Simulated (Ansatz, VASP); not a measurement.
**Pt in VASP and in Ansatz**

The input INCAR:

```
SYSTEM = Pt
PREC = Accurate
ENCUT = 520
EDIFF = 1E-7
ISMEAR = -1
SIGMA = 0.1
LREAL = .FALSE.
LASPH = .TRUE.
NELM = 60
ALGO = Normal
ISIF = 2
LWAVE = .FALSE.
LCHARG = .FALSE.
GGA = PE
NBANDS = 11
```

KPOINTS

```
Automatic mesh
0
G
  20 20 20
  0 0 0
```

The input POSCAR:

```
Pt
1.0
    0.0000000000      1.9857786488      1.9857786488
    1.9857786488      0.0000000000      1.9857786488
    1.9857786488      1.9857786488      0.0000000000
Pt
1
Direct
    0.0000000000      0.0000000000      0.0000000000
```

Input for Ansatz:

```yaml
crystal:
  lattice:
    - [0.0, 1.9857786488, 1.9857786488]
    - [1.9857786488, 0.0, 1.9857786488]
    - [1.9857786488, 1.9857786488, 0.0]
  atoms:
    - { symbol: Pt, position: [0.0, 0.0, 0.0] }
hamiltonian:
  xc: pbe
  pseudopotentials:
    kind: paw
    azcp:
      Pt: "pseudopotentials/Pt.paw.azcp"
basis:
  ecutwfc: 420
  fft_grid_basis: typed
kpoints:
  mp_grid: { grid: [20, 20, 20], shift: [0, 0, 0] }
magnetization:
  spin_polarized: false
scf:
  occupations: { method: fermi_dirac, width: 0.1 }
  lower_state_search: "off"
output:
  stress: true
```

Alike in both runs: task single point; functional PBE; k mesh 20 × 20 × 20; occupations fermi-dirac, width 0.1 eV; no spin polarisation.

|  | VASP | Ansatz |
| --- | --- | --- |
| version | VASP 6.6.1 | Ansatz 0.2.0 |
| potentials or method | VASP PAW PBE potentials, release 64 (Pt), cutoff 520 eV | plane waves (420 eV) with PAW, scalar-relativistic |
| valence electrons in the cell | 10 | 18 |

Ansatz gave:

| Quantity | Value |
| --- | --- |
| pressure (GPa) | 0.1 |

Problem. Which values does VASP return?

Solution. Pressure (GPa): -0.4.

VASP's potentials hold 10 valence electrons a cell and Ansatz's 18, so a difference there can come from the potentials and not from the codes.

Neither program's run includes spin-orbit coupling.
